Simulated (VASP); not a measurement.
Here is a VASP 6.6.1 calculation.

Contents of POSCAR:

```
Nb
1.0
   -1.6511317439      1.6511317439      1.6511317439
    1.6511317439     -1.6511317439      1.6511317439
    1.6511317439      1.6511317439     -1.6511317439
Nb
1
Direct
    0.0000000000      0.0000000000      0.0000000000
```

File INCAR.step1:

```
SYSTEM = Nb
PREC     = Accurate       ! precision mode
ENCUT    = 520            ! plane-wave cutoff, eV
ISMEAR   = 1              ! smearing method
SIGMA    = 0.2            ! smearing width, eV
LREAL    = .FALSE.        ! projectors in reciprocal space
LASPH    = .TRUE.         ! aspherical terms in the spheres
NELM     = 100            ! most SCF steps
NBANDS   = 12             ! bands
GGA      = PE             ! functional
ALGO     = Normal         ! electronic algorithm
EDIFF    = 1E-4           ! SCF threshold, eV
LWAVE    = .TRUE.         ! write WAVECAR
LCHARG   = .FALSE.        ! write CHGCAR
```

INCAR.step2

```
SYSTEM = Nb
PREC     = Accurate       ! precision mode
ENCUT    = 520            ! plane-wave cutoff, eV
EDIFF    = 1E-6           ! SCF threshold, eV
ISMEAR   = 1              ! smearing method
SIGMA    = 0.2            ! smearing width, eV
LREAL    = .FALSE.        ! projectors in reciprocal space
LASPH    = .TRUE.         ! aspherical terms in the spheres
NELM     = 100            ! most SCF steps
ALGO     = Normal         ! electronic algorithm
ISIF     = 2              ! what is computed and relaxed
LWAVE    = .FALSE.        ! write WAVECAR
LCHARG   = .TRUE.         ! write CHGCAR
METAGGA  = R2SCAN         ! meta-GGA
LMIXTAU  = .TRUE.       
LELF     = .TRUE.         ! ELF
LVHAR    = .TRUE.       
NBANDS   = 12             ! bands
ISTART   = 1
```

The input KPOINTS:

```
regular mesh
0
G
  13 13 13
  0 0 0
```

Potentials or basis: VASP PAW PBE potentials, release 64 (Nb_sv).

Command:

```bash
$ cat potpaw_PBE.64/Nb_sv/POTCAR > POTCAR
$ cp INCAR.step1 INCAR
$ mpirun -np 1 vasp_std > vasp.out
$ cp INCAR.step2 INCAR
$ mpirun -np 1 vasp_std > vasp.out
```

**Question.** What does it give for the pressure?

**Answer.** -0.7 GPa.

Caveat: the PAW data sets were made with another functional, which shifts forces and pressure a little.
